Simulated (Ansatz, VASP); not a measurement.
One calculation of BiW, two programs

The input INCAR:

```
SYSTEM = BiW
ALGO     = Normal         ! electronic algorithm
EDIFF    = 1E-6           ! SCF threshold, eV
EDIFFG   = -0.005         ! ionic threshold
ENCUT    = 600            ! plane-wave cutoff, eV
GGA      = PS             ! functional
IBRION   = 2              ! ionic algorithm
ISIF     = 3              ! what is computed and relaxed
ISMEAR   = -1             ! smearing method
LASPH    = .TRUE.         ! aspherical terms in the spheres
LCHARG   = .FALSE.        ! write CHGCAR
LREAL    = .FALSE.        ! projectors in reciprocal space
LWAVE    = .FALSE.        ! write WAVECAR
NELM     = 60             ! most SCF steps
NSW      = 60             ! ionic steps
PREC     = Accurate       ! precision mode
SIGMA    = 0.05           ! smearing width, eV
```

File KPOINTS:

```
k-points
0
G
  11 11 11
  0 0 0
```

The input POSCAR:

```
BiW
1.0
    0.0000000000      2.9471842478      2.9471842478
    2.9471842478      0.0000000000      2.9471842478
    2.9471842478      2.9471842478      0.0000000000
W Bi
1 1
Direct
    0.0000000000      0.0000000000      0.0000000000
    0.5000000000      0.5000000000      0.5000000000
```

Input for Ansatz:

```yaml
crystal:
  lattice:
    - [0.0, 2.9471842478, 2.9471842478]
    - [2.9471842478, 0.0, 2.9471842478]
    - [2.9471842478, 2.9471842478, 0.0]
  atoms:
    - { symbol: W, position: [0.0, 0.0, 0.0] }
    - { symbol: Bi, position: [0.5, 0.5, 0.5] }
kpoints:
  mp_grid: { grid: [11, 11, 11] }
scf:
  occupations: { method: fermi_dirac, width: 0.05 }
hamiltonian:
  xc: pbesol
  pseudopotentials: { kind: paw }
output:
  forces: true
  stress: true
relax:
  f_tol: 0.005
  max_steps: 40
  cell: {}
```

Alike in both runs: task relaxation of cell and atoms; functional PBEsol; k mesh 11 × 11 × 11; occupations fermi-dirac, width 0.05 eV; no spin polarisation.

|  | VASP | Ansatz |
| --- | --- | --- |
| version | VASP 6.6.1 | Ansatz 0.2.0 |
| potentials or method | VASP PAW PBE potentials, release 64 (W_sv, Bi_d) | PAW with Ansatz's default frozen-core files, scalar-relativistic |
| plane-wave cutoff (eV) | 600 | 420 |
| valence electrons in the cell | 29 | 29 |

Ansatz gave:

| Item | Value |
| --- | --- |
| relaxed volume (Å³/atom) | 22.42 |
| relaxed length of the cell vector where the two differ most in proportion (Å) | 3.988 |

Which values does VASP return?

Relaxed volume (Å³/atom): 22.44; relaxed length of the cell vector where the two differ most in proportion (Å): 3.989.

VASP's potentials were made for PBE, not for PBEsol.

Spin-orbit coupling is off throughout.
